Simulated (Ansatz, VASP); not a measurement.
This is a calculation of Tc for Ansatz 0.2.0.

Contents of input.yaml:

```yaml
crystal:
  lattice:
    - [2.7216101842, 0.0, 0.0]
    - [-1.3608050921, 2.3569835587, 0.0]
    - [0.0, 0.0, 4.3684823321]
  atoms:
    - { symbol: Tc, position: [0.6666666667, 0.3333333333, 0.75] }
    - { symbol: Tc, position: [0.3333333333, 0.6666666667, 0.25] }
kpoints:
  mp_grid: { grid: [11, 11, 6] }
scf:
  occupations: { method: fermi_dirac, width: 0.05 }
hamiltonian:
  xc: pbe
  pseudopotentials: { kind: all_electron, lapw: { basis_error: 0.0005 } }
output:
  forces: true
  stress: true
  eigenvalues: true
```

Potentials or basis: all-electron LAPW, scalar-relativistic.

Launch:

```console
$ ansatz run input.yaml --threads 1 --pin off --max-ram 3072MiB --backend cpu --events-out ev --progress --plain --runs-dir out
```

Question: Set up the same calculation for VASP 6.6.1. Potentials there: VASP PAW PBE potentials, release 64 (Tc_pv).

Answer: As run (the cutoff follows the program's own potentials):

File INCAR:

```
SYSTEM = Tc
ALGO = Fast ; EDIFF = 1E-6
ENCUT = 520 ; GGA = PE
ISIF = 2 ; ISMEAR = -1
LASPH = .True. ; LCHARG = .True.
LELF = .True. ; LREAL = .False.
LVHAR = .True. ; LWAVE = .False.
NBANDS = 20 ; NELM = 60
PREC = Accurate ; SIGMA = 0.05
```

File KPOINTS:

```
k-points
0
Gamma
  11 11 6
  0 0 0
```

The input POSCAR:

```
Tc
1.0
    2.7216101842      0.0000000000      0.0000000000
   -1.3608050921      2.3569835587      0.0000000000
    0.0000000000      0.0000000000      4.3684823321
Tc
2
Direct
    0.6666666667      0.3333333333      0.7500000000
    0.3333333333      0.6666666667      0.2500000000
```

Potentials or basis: VASP PAW PBE potentials, release 64 (Tc_pv).

Run with:

```bash
$ cat potpaw_PBE.64/Tc_pv/POTCAR > POTCAR
$ mpirun -np 1 vasp_std > vasp.out
```

Both were run:

|  | VASP | Ansatz | Ansatz less VASP |
| --- | --- | --- | --- |
| gap on the k mesh at the Fermi level (eV) | none | none | - |
| pressure (GPa) | 8.9 | 9.5 | +0.65 |

A gap of «none» marks a metal or a gap that the smearing closes. Ansatz ran all-electron here, and VASP with PAW potentials.
